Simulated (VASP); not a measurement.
# MgB2 (P6/mmm) in VASP: further runs, part 2 of 3

VASP 6.6.1. Earlier steps stand in the parts before.

### 3 Electric field gradients, PBE (zz strain of +1 %)

INCAR reads:

```
ALGO = Normal ; EDIFF = 1E-8
ENCUT = 520 ; GGA = PE
ISIF = 2 ; ISMEAR = -1
LASPH = T ; LCHARG = F
LEFG = T ; LREAL = F
LWAVE = F ; NBANDS = 11
NELM = 100 ; PREC = Accurate
SIGMA = 0.05
```

KPOINTS reads:

```
k-points
0
Gamma
  12 12 9
```

POSCAR reads:

```
MgB2
1.0
    3.0850007055      0.0000000000      0.0000000000
   -1.5425003528      2.6716889817      0.0000000000
    0.0000000000      0.0000000000      3.5582300000
Mg B
1 2
Direct
    0.0000000000      0.0000000000      0.0000000000
    0.3333333333      0.6666666667      0.5000000000
    0.6666666667      0.3333333333      0.5000000000
```

Potentials or basis: VASP PAW PBE potentials, release 64 (Mg, B).

Started as:

```sh
cat potpaw_PBE.64/Mg/POTCAR potpaw_PBE.64/B/POTCAR > POTCAR
mpirun -np 1 vasp_std > vasp.out
```

OUTCAR:

```text
EDIFF = 1E-8
   ENCUT = 520
   GGA = PE
   ISIF = 2
   ISMEAR = -1
   LASPH = T
   LREAL = F
   NELM = 100
   PREC = Accurate

 ion  position               nearest neighbor table
   1  0.000  0.000  0.000-   2 2.52   3 2.52   2 2.52   3 2.52   3 2.52   3 2.52   2 2.52   2 2.52
                             3 2.52   3 2.52   2 2.52   2 2.52
   2  0.333  0.667  0.500-   3 1.78   3 1.78   3 1.78   1 2.52   1 2.52   1 2.52   1 2.52   1 2.52
                             1 2.52
   3  0.667  0.333  0.500-   2 1.78   2 1.78   2 1.78   1 2.52   1 2.52   1 2.52   1 2.52   1 2.52
                             1 2.52

  LATTYP: Found a hexagonal cell.
[... 564 lines left out ...]
---------------------------------------------------------------------
 ion       V_xx      V_yy      V_zz      V_xy      V_xz      V_yz
---------------------------------------------------------------------
   1       0.032     0.032    -0.065    -0.000    -0.000     0.000
   2      -9.874    -9.874    19.748    -0.000     0.000     0.000
   3      -9.874    -9.874    19.748    -0.000     0.000    -0.000
---------------------------------------------------------------------

 Electric field gradients after diagonalization (V/A^2)
 (convention: |V_zz| > |V_xx| > |V_yy|)
----------------------------------------------------------------------
 ion       V_xx      V_yy      V_zz     asymmetry (V_yy - V_xx)/ V_zz
----------------------------------------------------------------------
   1       0.032     0.032    -0.065       0.000
   2      -9.874    -9.874    19.748       0.000
   3      -9.874    -9.874    19.748       0.000
----------------------------------------------------------------------

           NMR quadrupolar parameters

 Cq : quadrupolar parameter    Cq=e*Q*V_zz/h
 eta: asymmetry parameters     (V_yy - V_xx)/ V_zz
 Q  : nuclear electric quadrupole moment in mb (millibarn)
----------------------------------------------------------------------
 ion       Cq(MHz)       eta       Q (mb)
----------------------------------------------------------------------
   1      -0.000       0.000       1.000
   2       0.048       0.000       1.000
   3       0.048       0.000       1.000
----------------------------------------------------------------------
```

OSZICAR:

```text
N       E                     dE             d eps       ncg     rms          rms(c)
DAV:   1     0.297478980793E+01    0.29748E+01   -0.38343E+03  2290   0.614E+02
DAV:   2    -0.165369769594E+02   -0.19512E+02   -0.18385E+02  2734   0.103E+02
DAV:   3    -0.170301346762E+02   -0.49316E+00   -0.48906E+00  2712   0.135E+01
DAV:   4    -0.170313033983E+02   -0.11687E-02   -0.11677E-02  2421   0.732E-01
DAV:   5    -0.170313083784E+02   -0.49801E-05   -0.49799E-05  2638   0.486E-02    0.525E+00
DAV:   6    -0.155664558924E+02    0.14649E+01   -0.18598E+00  2365   0.623E+00    0.250E+00
DAV:   7    -0.153303707118E+02    0.23609E+00   -0.99772E-01  2453   0.455E+00    0.773E-01
DAV:   8    -0.153348767280E+02   -0.45060E-02   -0.13003E-01  2311   0.187E+00    0.421E-01
DAV:   9    -0.153238410855E+02    0.11036E-01   -0.25816E-02  2318   0.727E-01    0.787E-02
DAV:  10    -0.153236339580E+02    0.20713E-03   -0.19385E-03  2542   0.237E-01    0.253E-02
DAV:  11    -0.153236284874E+02    0.54706E-05   -0.66603E-05  2333   0.520E-02    0.354E-03
DAV:  12    -0.153236284623E+02    0.25111E-07   -0.13898E-06  2411   0.650E-03    0.199E-03
DAV:  13    -0.153236283846E+02    0.77700E-07   -0.33199E-07  2432   0.314E-03    0.230E-04
DAV:  14    -0.153236283788E+02    0.57755E-08   -0.13386E-08  1970   0.706E-04
   1 F= -.15323628E+02 E0= -.15321269E+02  d E =-.471882E-02
```

stdout:

```text
POSCAR found type information on POSCAR MgB
 POSCAR found :  2 types and       3 ions
 scaLAPACK will be used
 LDA part: xc-table for (Slater+PW92), standard interpolation
 POSCAR, INCAR and KPOINTS ok, starting setup
 FFT: planning ... GRIDC
 FFT: planning ... GRID_SOFT
 FFT: planning ... GRID
 WAVECAR not read
 entering main loop
ion   1

ion   2

ion   3
```

Wall time 33 s (1 thread of Intel Xeon Platinum 8375C at 2.90GHz (Ice Lake), shared host); peak memory 0.15 GiB.

What came out:

```yaml
Free_energy: -15.3236 eV
Pressure: -2.3 GPa
Band_gap_on_the_k_mesh: zero (band 4 reaches 6.93 eV, above the bottom of band 5 at 3.31 eV)
```

Levels at points of the mesh, in eV from the Fermi level:
```csv
k point,band 1,band 2,band 3,band 4,band 5,band 6,band 7,band 8
"(0.00, 0.00, 0.00)",-12.32,-2.98,0.43,0.43,1.51,6.39,6.39,8.16
"(0.50, 0.00, 0.00)",-8.45,-7.74,-2.09,0.20,3.04,3.96,5.19,6.95
```

Electric field gradients, principal values (V/Å²):
```tsv
atom	least	middle	greatest (by size)
1 Mg	0.032	0.032	-0.065
2 B	-9.874	-9.874	19.748
3 B	-9.874	-9.874	19.748
```

Caveat: the cell differs from its parent crystal (zz strain of +1 %); without QUAD_EFG the Cq values of the log hold for a quadrupole moment of 1 mb, not for the nuclei.

### 4 Electric field gradients, PBE (zz strain of +1 %)

INCAR reads:

```
SYSTEM = MgB2
ALGO = Normal
EDIFF = 1E-8
ENCUT = 520
GGA = PE
ISIF = 2
ISMEAR = -1
LASPH = .True.
LCHARG = .False.
LEFG = .True.
LREAL = .False.
LWAVE = .False.
NBANDS = 11
NELM = 100
PREC = Accurate
SIGMA = 0.05
```

KPOINTS reads:

```
k-points
0
Gamma
  12 12 9
  0 0 0
```

POSCAR is that of step 3.

Potentials or basis: VASP PAW PBE potentials, release 64 (Mg, B).

Started as:

```sh
cat potpaw_PBE.64/Mg/POTCAR potpaw_PBE.64/B/POTCAR > POTCAR
mpirun -np 1 vasp_std > vasp.out
```

OUTCAR:

```text
SYSTEM = MgB2
   EDIFF = 1E-8
   ENCUT = 520
   GGA = PE
   ISIF = 2
   ISMEAR = -1
   LASPH = .True.
   LREAL = .False.
   NELM = 100
   PREC = Accurate

 ion  position               nearest neighbor table
   1  0.000  0.000  0.000-   2 2.52   3 2.52   2 2.52   3 2.52   3 2.52   3 2.52   2 2.52   2 2.52
                             3 2.52   3 2.52   2 2.52   2 2.52
   2  0.333  0.667  0.500-   3 1.78   3 1.78   3 1.78   1 2.52   1 2.52   1 2.52   1 2.52   1 2.52
                             1 2.52
   3  0.667  0.333  0.500-   2 1.78   2 1.78   2 1.78   1 2.52   1 2.52   1 2.52   1 2.52   1 2.52
                             1 2.52

  LATTYP: Found a hexagonal cell.
 ALAT       =     3.0850007055
 C/A-ratio  =     1.1533968189

  Lattice vectors:

 A1 = (   3.0850007055,   0.0000000000,   0.0000000000)
 A2 = (  -1.5425003528,   2.6716889817,   0.0000000000)
 A3 = (   0.0000000000,   0.0000000000,   3.5582300000)

Analysis of symmetry for initial positions (statically):
=====================================================================
 Subroutine PRICEL returns:
 Original cell was already a primitive cell.

 Routine SETGRP: Setting up the symmetry group for a
 hexagonal supercell.

 Subroutine GETGRP returns: Found 24 space group operations
 (whereof 24 operations were pure point group operations)
 out of a pool of 24 trial point group operations.

[... 495 lines left out ...]
      1      -5.1811      2.00000
      2       0.2139      2.00000
      3       3.2686      2.00000
      4       3.5350      2.00000
      5       8.9460      0.00000
      6       9.7355      0.00000
      7      10.5236      0.00000
      8      14.4789      0.00000
      9      17.0631      0.00000
     10      17.7449      0.00000
     11      17.9542      0.00000

 [... further k-points ...]

------------------------ aborting loop because EDIFF is reached ----------------------------------------

  FORCE on cell =-STRESS in cart. coord.  units (eV):
  Direction    XX          YY          ZZ          XY          YZ          ZX
  --------------------------------------------------------------------------------------
  -------------------------------------------------------------------------------------
  Total       -0.3141699     -0.3141699     -0.6554113      0.0000000      0.0000000      0.0000000
  in kB      -17.1632668    -17.1632668    -35.8054639      0.0000000      0.0000000      0.0000000
  external PRESSURE =     -23.3773325 kB  Pullay stress =       0.0000000 kB

 VOLUME and BASIS-vectors are now :
 -----------------------------------------------------------------------------
  energy-cutoff  :      520.00
  volume of cell :       29.33
      direct lattice vectors                 reciprocal lattice vectors
     3.085000706  0.000000000  0.000000000     0.324149034  0.187147532  0.000000000
    -1.542500353  2.671688982  0.000000000     0.000000000  0.374295065  0.000000000
     0.000000000  0.000000000  3.558230000     0.000000000  0.000000000  0.281038606

 POSITION                                       TOTAL-FORCE (eV/Angst)
 -----------------------------------------------------------------------------------
      0.00000      0.00000      0.00000        -0.000000      0.000000      0.000000
     -0.00000      1.78113      1.77912         0.000000     -0.000000      0.000000
      1.54250      0.89056      1.77912        -0.000000      0.000000      0.000000
 -----------------------------------------------------------------------------------
    total drift:                                0.000000     -0.000000      0.000000

  FREE ENERGIE OF THE ION-ELECTRON SYSTEM (eV)
  ---------------------------------------------------
  free  energy   TOTEN  =       -15.3236283788 eV

  energy  without entropy=      -15.3189095575  energy(sigma->0) =      -15.32126897

 Electric field gradients (V/A^2)
---------------------------------------------------------------------
 ion       V_xx      V_yy      V_zz      V_xy      V_xz      V_yz
---------------------------------------------------------------------
   1       0.032     0.032    -0.065    -0.000    -0.000     0.000
   2      -9.874    -9.874    19.748    -0.000     0.000     0.000
   3      -9.874    -9.874    19.748    -0.000     0.000    -0.000
---------------------------------------------------------------------

 Electric field gradients after diagonalization (V/A^2)
 (convention: |V_zz| > |V_xx| > |V_yy|)
----------------------------------------------------------------------
 ion       V_xx      V_yy      V_zz     asymmetry (V_yy - V_xx)/ V_zz
----------------------------------------------------------------------
   1       0.032     0.032    -0.065       0.000
   2      -9.874    -9.874    19.748       0.000
   3      -9.874    -9.874    19.748       0.000
----------------------------------------------------------------------

           NMR quadrupolar parameters

 Cq : quadrupolar parameter    Cq=e*Q*V_zz/h
 eta: asymmetry parameters     (V_yy - V_xx)/ V_zz
 Q  : nuclear electric quadrupole moment in mb (millibarn)
----------------------------------------------------------------------
 ion       Cq(MHz)       eta       Q (mb)
----------------------------------------------------------------------
   1      -0.000       0.000       1.000
   2       0.048       0.000       1.000
   3       0.048       0.000       1.000
----------------------------------------------------------------------
```

Wall time 32 s (1 thread of Intel Xeon Platinum 8375C at 2.90GHz (Ice Lake), shared host); peak memory 0.16 GiB.

Results:

```yaml
Free_energy: -15.3236 eV
Pressure: -2.3 GPa
Band_gap_on_the_k_mesh: zero (band 4 reaches 6.93 eV, above the bottom of band 5 at 3.31 eV)
```

Levels at points of the mesh, in eV from the Fermi level:
```tsv
k point	band 1	band 2	band 3	band 4	band 5	band 6	band 7	band 8	band 9
(0.00, 0.00, 0.00)	-12.32	-2.98	0.43	0.43	1.51	6.39	6.39	8.16	9.94
(0.50, 0.00, 0.00)	-8.45	-7.74	-2.09	0.20	3.04	3.96	5.19	6.95	12.46
```

Electric field gradients, principal values (V/Å²):
| atom | least | middle | greatest (by size) |
| --- | --- | --- | --- |
| 1 Mg | 0.032 | 0.032 | -0.065 |
| 2 B | -9.874 | -9.874 | 19.748 |
| 3 B | -9.874 | -9.874 | 19.748 |

Caveat: the cell differs from its parent crystal (zz strain of +1 %); without QUAD_EFG the Cq values of the log hold for a quadrupole moment of 1 mb, not for the nuclei.

(Continued in part 3 of 3.)
